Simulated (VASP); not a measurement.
Input of a VASP 6.6.1 run:

INCAR

```
SYSTEM = ScSi4O
ALGO     = Normal         ! electronic algorithm
EDIFF    = 1E-7           ! SCF threshold, eV
EDIFFG   = -0.01          ! ionic threshold
ENCUT    = 600            ! plane-wave cutoff, eV
GGA      = PE             ! functional
IBRION   = 2              ! ionic algorithm
ISIF     = 3              ! what is computed and relaxed
ISMEAR   = 0              ! smearing method
LASPH    = .True.         ! aspherical terms in the spheres
LCHARG   = .False.        ! write CHGCAR
LREAL    = .False.        ! projectors in reciprocal space
LWAVE    = .False.        ! write WAVECAR
NELM     = 80             ! most SCF steps
NSW      = 100            ! ionic steps
PREC     = Accurate       ! precision mode
SIGMA    = 0.1            ! smearing width, eV
```

Contents of KPOINTS:

```
k-points
0
Gamma
  8 8 8
  0 0 0
```

Contents of POSCAR:

```
ScSi4O
1.0
    5.0388277485      0.0000000000      0.0000000000
    0.0000000000      5.0388277485      0.0000000000
    0.0000000000      0.0000000000      5.0388277485
Sc Si O
1 4 1
Direct
    0.0000000000      0.0000000000      0.0000000000
    0.2847297920      0.2847297920      0.2847297920
    0.2847297920      0.7152702080      0.7152702080
    0.7152702080      0.7152702080      0.2847297920
    0.7152702080      0.2847297920      0.7152702080
    0.5000000000      0.5000000000      0.5000000000
```

Potentials or basis: VASP PAW PBE potentials, release 64 (Sc_sv, Si, O).

Run with:

```console
$ cat potpaw_PBE.64/Sc_sv/POTCAR potpaw_PBE.64/Si/POTCAR potpaw_PBE.64/O/POTCAR > POTCAR
$ mpirun -np 1 vasp_std > vasp.out
```

Question: What does it give for the relaxed volume?

Answer: 21.33 Å³/atom.

Question: Predict the space group after relaxing (to 0.1 Å).

Answer: P-43m (No. 215).

Final structure:
```
Sc Si O
1.0
     5.03923    0.00000    0.00000
     0.00000    5.03923    0.00000
     0.00000    0.00000    5.03923
Sc Si O
1 4 1
Direct
  0.00000 0.00000 0.00000
  0.28479 0.28479 0.28479
  0.28479 0.71521 0.71521
  0.71521 0.71521 0.28479
  0.71521 0.28479 0.71521
  0.50000 0.50000 0.50000
```

Caveat: an odd number of electrons without spin polarisation forces a metal; a magnetic or distorted state may lie lower.
